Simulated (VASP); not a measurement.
The system is InSb3.

```
Sb In
1.0
     0.00000    3.74327    3.74327
     3.74327    0.00000    3.74327
     3.74327    3.74327    0.00000
Sb In
3 1
Direct
  0.50000 0.50000 0.50000
  0.75000 0.75000 0.75000
  0.25000 0.25000 0.25000
  0.00000 0.00000 0.00000
```

Base run:

- Program: VASP 6.6.1
- Functional: PBEsol
- Potentials or basis: VASP PAW PBE potentials, release 64 (Sb, In_d)
- Cutoff: 520 eV
- k mesh: 6 × 6 × 6
- Occupations: fermi-dirac, width 0.05 eV
- Spin: no spin polarisation

Its results: band gap on the k mesh zero (band 14 reaches 9.48 eV, above the bottom of band 15 at 6.11 eV); pressure -1.1 GPa.

Problem. The run is repeated on the same cell with these changes: functional from PBEsol to r2SCAN. What comes out?

Solution. Band gap on the k mesh zero (band 14 reaches 9.55 eV, above the bottom of band 15 at 6.37 eV); pressure 1.2 GPa.

Caveats: the PAW data sets were made with another functional, which shifts forces and pressure a little; spin-orbit coupling is left out, which moves the levels of the heavy elements.
